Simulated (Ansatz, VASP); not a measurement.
**Re in VASP and in Ansatz**

```
Re
1.0
     2.76080    0.00000    0.00000
    -1.38040    2.39092    0.00000
     0.00000    0.00000    4.45820
Re
2
Direct
  0.66667 0.33333 0.75000
  0.33333 0.66667 0.25000
```

Alike in both runs: functional PBEsol; k mesh 8 × 8 × 4; occupations fermi-dirac, width 0.05 eV; non-collinear spin, spin-orbit coupling.

|  | VASP | Ansatz |
| --- | --- | --- |
| version | VASP 6.6.1 | Ansatz 0.2.0 |
| potentials or method | VASP PAW PBE potentials, release 64 (Re), cutoff 520 eV | all-electron LAPW, relativistic spinors |
| task | single point | band structure |

```csv
,VASP,Ansatz,Ansatz less VASP
pressure (GPa),-3.0,-2.9,+0.09
"traceless stress, the component that is largest in VASP (GPa)",0.39,0.47,+0.087
net moment per atom (μB),0.00,0.00,0.000
```

VASP's potentials were made for PBE, not for PBEsol. Ansatz ran all-electron here, and VASP with PAW potentials.

Noted on Ansatz's run: the k mesh is thin for a metal, which can move the energy by tens of meV per atom.
